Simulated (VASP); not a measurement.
# Li2MnO2 (P-3m1) in VASP: single point with LDA

Aim: the single point of Li2MnO2 with LDA.

Program: VASP 6.6.1. These are calculated values, not measurements. Logs are shortened: lines on timing, memory, paths and dates and some standing lists are left out, and cuts for length are marked.

## 1. The cell of the first run

The structure is trigonal, space group P-3m1 (No. 164). The conventional cell has a = 3.195 Å, b = 3.195 Å, c = 5.303 Å, α = 90.00°, β = 90.00°, γ = 120.00°. Within 2.5 Å of Li (site symmetry 3m) lie 4 O at 1.91 to 1.99 Å and 3 Li at 2.18 Å. Mn (site symmetry -3m) has 6 O at 2.27 Å and 6 Li at 2.78 Å within 3.0 Å. O (site symmetry 3m) has 4 Li at 1.91 to 1.99 Å and 3 Mn at 2.27 Å within 2.5 Å.

## 2. Single point, LDA, non-collinear spin, typed start, spin-orbit coupling

Contents of INCAR:

```
ALGO = Normal
EDIFF = 1E-7
ENCUT = 520
GGA = CA
GGA_COMPAT = False
ISIF = 2
ISMEAR = 0
LASPH = True
LCHARG = True
LMAXMIX = 4
LORBIT = 11
LORBMOM = True
LREAL = False
LSORBIT = True
LVHAR = True
LWAVE = False
MAGMOM = 0 0 0 0 0 0 5 0 0 0 0 0 0 0 0
NBANDS = 46
NELM = 150
PREC = Accurate
SIGMA = 0.05
```

Contents of KPOINTS:

```
k-points
0
Gamma
  7 7 4
```

Contents of POSCAR:

```
Li2MnO2
1.0
    3.1950000900      0.0000000000      0.0000000000
   -1.5975000400      2.7669512400      0.0000000000
    0.0000000000      0.0000000000      5.3030009800
Li Mn O
2 1 2
Direct
    0.6666666667      0.3333333333      0.3910000000
    0.3333333333      0.6666666667      0.6090000000
    0.0000000000      0.0000000000      0.0000000000
    0.3333333333      0.6666666667      0.2490000000
    0.6666666667      0.3333333333      0.7510000000
```

Potentials or basis: VASP PAW LDA potentials, release 64 (Li_sv, Mn_pv, O).

On the command line:

```console
cat potpaw_LDA.64/Li_sv/POTCAR potpaw_LDA.64/Mn_pv/POTCAR potpaw_LDA.64/O/POTCAR > POTCAR
mpirun -np 1 vasp_ncl > vasp.out
```

OUTCAR:

```text
EDIFF = 1E-7
   ENCUT = 520
   GGA = CA
   ISIF = 2
   ISMEAR = 0
   LASPH = True
   LORBIT = 11
   LREAL = False
   LSORBIT = True
   NELM = 150
   PREC = Accurate

 ion  position               nearest neighbor table
   1  0.667  0.333  0.391-   5 1.91   4 1.99   4 1.99   4 1.99   2 2.18   2 2.18   2 2.18   3 2.78
                             3 2.78   3 2.78
   2  0.333  0.667  0.609-   4 1.91   5 1.99   5 1.99   5 1.99   1 2.18   1 2.18   1 2.18   3 2.78
                             3 2.78   3 2.78
   3  0.000  0.000  0.000-   4 2.27   5 2.27   4 2.27   5 2.27   5 2.27   4 2.27   1 2.78   2 2.78
                             2 2.78   1 2.78   2 2.78   1 2.78
   4  0.333  0.667  0.249-   2 1.91   1 1.99   1 1.99   1 1.99   3 2.27   3 2.27   3 2.27
   5  0.667  0.333  0.751-   1 1.91   2 1.99   2 1.99   2 1.99   3 2.27   3 2.27   3 2.27

  LATTYP: Found a hexagonal cell.
 ALAT       =     3.1950000900
 C/A-ratio  =     1.6597811676

  Lattice vectors:

 A1 = (   3.1950000900,   0.0000000000,   0.0000000000)
 A2 = (  -1.5975000400,   2.7669512400,   0.0000000000)
 A3 = (   0.0000000000,   0.0000000000,   5.3030009800)

Analysis of symmetry for initial positions (statically):
=====================================================================
 Subroutine PRICEL returns:
 Original cell was already a primitive cell.

 Routine SETGRP: Setting up the symmetry group for a
 hexagonal supercell.

 Subroutine GETGRP returns: Found 12 space group operations
 (whereof 12 operations were pure point group operations)
 out of a pool of 24 trial point group operations.

The static configuration has the point symmetry D_3d.

Analysis of symmetry for dynamics (positions and initial velocities):
=====================================================================
 Subroutine PRICEL returns:
 Original cell was already a primitive cell.

 Routine SETGRP: Setting up the symmetry group for a
 hexagonal supercell.

 Subroutine GETGRP returns: Found 12 space group operations
 (whereof 12 operations were pure point group operations)
 out of a pool of 24 trial point group operations.

The dynamic configuration has the point symmetry D_3d.

Analysis of structural, dynamic, and magnetic symmetry:
=====================================================================
 Subroutine PRICEL returns:
 Original cell was already a primitive cell.

 Routine SETGRP: Setting up the symmetry group for a
 hexagonal supercell.

 Subroutine GETGRP returns: Found  4 space group operations
 (whereof  4 operations were pure point group operations)
 out of a pool of 24 trial point group operations.

The overall configuration has the point symmetry C_2h.

 Subroutine INISYM returns: Found  4 space group operations
[... 1302 lines left out ...]
  energy  without entropy=      -33.1432630561  energy(sigma->0) =      -33.14326306

 orbital moment (x)

 # of ion     p       d       tot
 ----------------------------------------
  1        -0.000   0.000  -0.000
  2        -0.000   0.000  -0.000
  3        -0.000   0.002   0.001
  4         0.000   0.000   0.000
  5         0.000   0.000   0.000
 ----------------------------------------
            0.000   0.002   0.002

 orbital moment (y)

 # of ion     p       d       tot
 ----------------------------------------
  1         0.000   0.000   0.000
  2         0.000   0.000   0.000
  3         0.000  -0.000  -0.000
  4        -0.000   0.000  -0.000
  5        -0.000   0.000  -0.000
 ----------------------------------------
           -0.000  -0.000  -0.000

 orbital moment (z)

 # of ion     p       d       tot
 ----------------------------------------
  1         0.000   0.000   0.000
  2         0.000   0.000   0.000
  3         0.000   0.000   0.000
  4        -0.000   0.000  -0.000
  5        -0.000   0.000  -0.000
 ----------------------------------------
           -0.000   0.000   0.000

 Spin-Orbit-Coupling matrix elements

 Ion:    1  E_soc:     -0.0000002
 l=   1
     0.0000000    -0.0000000    -0.0000000
    -0.0000000     0.0000000    -0.0000000
    -0.0000000    -0.0000000     0.0000000
 l=   2
     0.0000000     0.0000000     0.0000000     0.0000000     0.0000000
     0.0000000     0.0000000     0.0000000     0.0000000     0.0000000
     0.0000000     0.0000000     0.0000000     0.0000000     0.0000000
     0.0000000     0.0000000     0.0000000     0.0000000     0.0000000
     0.0000000     0.0000000     0.0000000     0.0000000     0.0000000
 l=   3
     0.0000000     0.0000000     0.0000000     0.0000000     0.0000000     0.0000000     0.0000000
     0.0000000     0.0000000     0.0000000     0.0000000     0.0000000     0.0000000     0.0000000
     0.0000000     0.0000000     0.0000000     0.0000000     0.0000000     0.0000000     0.0000000
     0.0000000     0.0000000     0.0000000     0.0000000     0.0000000     0.0000000     0.0000000
[... 69 lines left out ...]
 l=   2
     0.0000000     0.0000000     0.0000000     0.0000000     0.0000000
     0.0000000     0.0000000     0.0000000     0.0000000     0.0000000
     0.0000000     0.0000000     0.0000000     0.0000000     0.0000000
     0.0000000     0.0000000     0.0000000     0.0000000     0.0000000
     0.0000000     0.0000000     0.0000000     0.0000000     0.0000000
 l=   3
     0.0000000     0.0000000     0.0000000     0.0000000     0.0000000     0.0000000     0.0000000
     0.0000000     0.0000000     0.0000000     0.0000000     0.0000000     0.0000000     0.0000000
     0.0000000     0.0000000     0.0000000     0.0000000     0.0000000     0.0000000     0.0000000
     0.0000000     0.0000000     0.0000000     0.0000000     0.0000000     0.0000000     0.0000000
     0.0000000     0.0000000     0.0000000     0.0000000     0.0000000     0.0000000     0.0000000
     0.0000000     0.0000000     0.0000000     0.0000000     0.0000000     0.0000000     0.0000000
     0.0000000     0.0000000     0.0000000     0.0000000     0.0000000     0.0000000     0.0000000

 total charge

# of ion       s       p       d       tot
------------------------------------------
    1        2.036   0.111   0.000   2.148
    2        2.036   0.111   0.000   2.148
    3        0.203   6.170   4.969  11.342
    4        1.535   3.432   0.000   4.966
    5        1.535   3.432   0.000   4.966
--------------------------------------------------
tot          7.345  13.255   4.969  25.570

 magnetization (x)

# of ion       s       p       d       tot
------------------------------------------
    1        0.002   0.004   0.000   0.006
    2        0.002   0.004   0.000   0.006
    3        0.019   0.015   4.368   4.402
    4        0.013   0.126   0.000   0.139
    5        0.013   0.126   0.000   0.139
--------------------------------------------------
tot          0.049   0.274   4.368   4.691

 magnetization (y)

# of ion       s       p       d       tot
------------------------------------------
    1        0.000   0.000   0.000   0.000
    2       -0.000   0.000   0.000  -0.000
    3        0.000   0.000   0.000   0.000
    4        0.000   0.000   0.000   0.000
    5        0.000   0.000   0.000   0.000
--------------------------------------------------
tot         -0.000   0.000   0.000  -0.000

 magnetization (z)

# of ion       s       p       d       tot
------------------------------------------
    1        0.000   0.000   0.000   0.000
    2        0.000   0.000   0.000   0.000
    3        0.000   0.000   0.000   0.000
    4        0.000   0.000   0.000   0.000
    5        0.000   0.000   0.000   0.000
--------------------------------------------------
tot          0.000   0.000   0.000   0.000
```

OSZICAR:

```text
N       E                     dE             d eps       ncg     rms          rms(c)
DAV:   1     0.359547656186E+03    0.35955E+03   -0.15627E+04  5752   0.158E+03
[... 13 lines left out ...]
DAV:  15    -0.331432737312E+02    0.10138E-03   -0.43159E-04  7180   0.198E-01    0.306E-02
DAV:  16    -0.331432637927E+02    0.99385E-05   -0.57945E-05  7858   0.587E-02    0.114E-02
DAV:  17    -0.331432626205E+02    0.11722E-05   -0.74110E-06  8930   0.321E-02    0.120E-02
DAV:  18    -0.331432629001E+02   -0.27957E-06   -0.15792E-06  6676   0.100E-02    0.421E-03
DAV:  19    -0.331432631419E+02   -0.24189E-06   -0.17351E-07  6162   0.332E-03    0.689E-04
DAV:  20    -0.331432630562E+02    0.85791E-07   -0.21950E-08  3722   0.174E-03
   1 F= -.33143263E+02 E0= -.33143263E+02  d E =-.102602E-10  mag=     4.9977    -0.0000    -0.0000
```

Run time: 3.8 min. Hardware: 1 thread of Intel Xeon Platinum 8375C at 2.90GHz (Ice Lake), shared host; peak memory 0.34 GiB.

Results:

```
Free energy                                           : -33.1433 eV
Largest force                                         : 0.954 eV/Å
Net moment                                            : 5.00 μB per cell
Valence electrons inside the program's atomic spheres : Li 2.15; Mn 11.34; O 4.97
```

Forces in eV/Å, atoms in the order of the input:
```
Li   0.000  0.000 -0.954
Li   0.000  0.000  0.954
Mn   0.000  0.000  0.000
O    0.000  0.000 -0.137
O    0.000  0.000  0.137
```

Moments on the atoms (μB; x, y, z):
```
Li  0.01 0.00 0.00
Li  0.01 0.00 0.00
Mn  4.40 0.00 0.00
O   0.14 0.00 0.00
O   0.14 0.00 0.00
```

Caveat: a cell with one magnetic atom can't hold antiferromagnetic order, which such compounds often take.
